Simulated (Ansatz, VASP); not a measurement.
## MgF2 in VASP and in Ansatz

File POSCAR:

```
MgF2
1.0
    4.6220163432      0.0000000000      0.0000000000
    0.0000000000      4.6220163432      0.0000000000
    0.0000000000      0.0000000000      3.0461146010
Mg F
2 4
Direct
    0.5000000000      0.5000000000      0.5000000000
    0.0000000000      0.0000000000      0.0000000000
    0.6970491921      0.6970491921      0.0000000000
    0.8029508079      0.1970491921      0.5000000000
    0.3029508079      0.3029508079      0.0000000000
    0.1970491921      0.8029508079      0.5000000000
```

File INCAR.step1:

```
ALGO = Normal
EDIFF = 1E-5
ENCUT = 520
GGA = PE
GGA_COMPAT = False
ISIF = 2
ISMEAR = 0
KPAR = 4
LASPH = True
LREAL = False
LWAVE = True
NBANDS = 25
NELM = 120
PREC = Accurate
SIGMA = 0.01
```

INCAR.step2

```
ALGO = Normal
EDIFF = 1E-6
ENCUT = 520
GGA = PE
GGA_COMPAT = False
HFSCREEN = 0.2079
ISIF = 2
ISMEAR = 0
ISTART = 1
KPAR = 4
LASPH = True
LCHARG = True
LHFCALC = True
LREAL = False
LVHAR = True
LWAVE = False
NBANDS = 25
NELM = 120
PREC = Accurate
PRECFOCK = Normal
SIGMA = 0.01
```

Contents of KPOINTS:

```
k-points
0
Gamma
  4 4 6
```

Input for Ansatz:

```yaml
crystal:
  lattice:
    - [4.6220163432, 0.0, 0.0]
    - [0.0, 4.6220163432, 0.0]
    - [0.0, 0.0, 3.046114601]
  atoms:
    - { symbol: Mg, position: [0.5, 0.5, 0.5] }
    - { symbol: Mg, position: [0.0, 0.0, 0.0] }
    - { symbol: F, position: [0.6970491921, 0.6970491921, 0.0] }
    - { symbol: F, position: [0.8029508079, 0.1970491921, 0.5] }
    - { symbol: F, position: [0.3029508079, 0.3029508079, 0.0] }
    - { symbol: F, position: [0.1970491921, 0.8029508079, 0.5] }
kpoints:
  mp_grid: { grid: [4, 4, 6] }
  band_path:
    path:
      - [0.0, 0.0, 0.0]
      - [0.0, 0.5, 0.0]
      - [0.5, 0.5, 0.0]
      - [0.0, 0.0, 0.5]
      - [0.0, 0.5, 0.5]
      - [0.5, 0.5, 0.5]
    npoints: 1
hamiltonian:
  xc: hse06
scf:
  occupations: { method: fixed }
  n_extra_bands: 5
output:
  forces: true
  stress: true
  eigenvalues: true
  write_density: true
  write_potential: true
  elf: true
  volumetric_format: npy
```

Alike in both runs: task single point; functional HSE06; k mesh 4 × 4 × 6; no spin polarisation.

|  | VASP | Ansatz |
| --- | --- | --- |
| version | VASP 6.6.1 | Ansatz 0.2.0 |
| potentials or method | VASP PAW PBE potentials, release 64 (Mg, F) | plane waves, PAW |
| plane-wave cutoff (eV) | 520 | 420 |
| occupations | gaussian, width 0.01 eV | fixed |
| valence electrons in the cell | 32 | 48 |

VASP gave:

- gap on the k mesh at the Fermi level (eV): 9.41
- pressure (GPa): 0.7
- rms of the force components (eV/Å): 0.008

Task: What did Ansatz give for the same quantities?

Result: gap on the k mesh at the Fermi level (eV): 9.47; pressure (GPa): 1.1; rms of the force components (eV/Å): 0.010.

Atom by atom the forces differ by 0.003 eV/Å (rms over components). VASP's potentials hold 32 valence electrons a cell and Ansatz's 48, so a difference there can come from the potentials and not from the codes. Ansatz's warnings: stress exchange threshold loose, stress scf threshold loose.
